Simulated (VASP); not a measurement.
Wanted: the native input for a VASP 6.6.1 run.

- Task: single point
- Functional: PBE
- Potentials or basis: VASP PAW PBE potentials, release 64 (W_sv, F)
- Cutoff: 600 eV
- k mesh: 5 × 5 × 5
- Occupations: gaussian, width 0.2 eV
- Spin: no spin polarisation
- Dipole correction: no
- Further INCAR settings: ALGO = Normal; EDIFF = 1e-06; NBANDS = 26

The structure of WF3 lies in POSCAR:

```
WF3
1.0
    1.9809747124      1.1437162819      2.9753715738
   -1.9809747124      1.1437162819      2.9753715738
    0.0000000000     -2.2874325684      2.9753715721
W F
1 3
Direct
    0.5000000000      0.5000000000      0.5000000000
    0.0000000000      0.0000000000      0.0000000000
    0.2620412557      0.2620412557      0.2620412557
    0.7379587443      0.7379587443      0.7379587443
```

The cell was generated, and may not be a known phase.

These files were run (other wordings do the same):

INCAR

```
PREC = Accurate
ENCUT = 600
EDIFF = 1E-6
ISMEAR = 0
SIGMA = 0.2
LREAL = False
LASPH = True
NELM = 120
ALGO = Normal
ISIF = 2
LWAVE = False
LCHARG = False
GGA = PE
NBANDS = 26
GGA_COMPAT = False
```

KPOINTS

```
regular mesh
0
Gamma
  5 5 5
```

Potentials or basis: VASP PAW PBE potentials, release 64 (W_sv, F).

Run with:

```console
$ cat potpaw_PBE.64/W_sv/POTCAR potpaw_PBE.64/F/POTCAR > POTCAR
$ mpirun -np 1 vasp_std > vasp.out
```

Results of the run:

```
Pressure               : 0.5 GPa
Largest force          : 0.069 eV/Å
Band gap on the k mesh : zero (an odd number of electrons rules out a gap without spin polarisation)
```

Caveat: the k points lie up to 0.39 Å⁻¹ apart, too coarse for converged energies and pressures of a metal; spin-orbit coupling is left out, which moves the levels of the heavy elements; an odd number of electrons without spin polarisation forces a metal; a magnetic or distorted state may lie lower.

Run time: 49 s on 1 thread of Intel Xeon 8259CL, with other jobs on the host, peak memory 0.18 GiB.
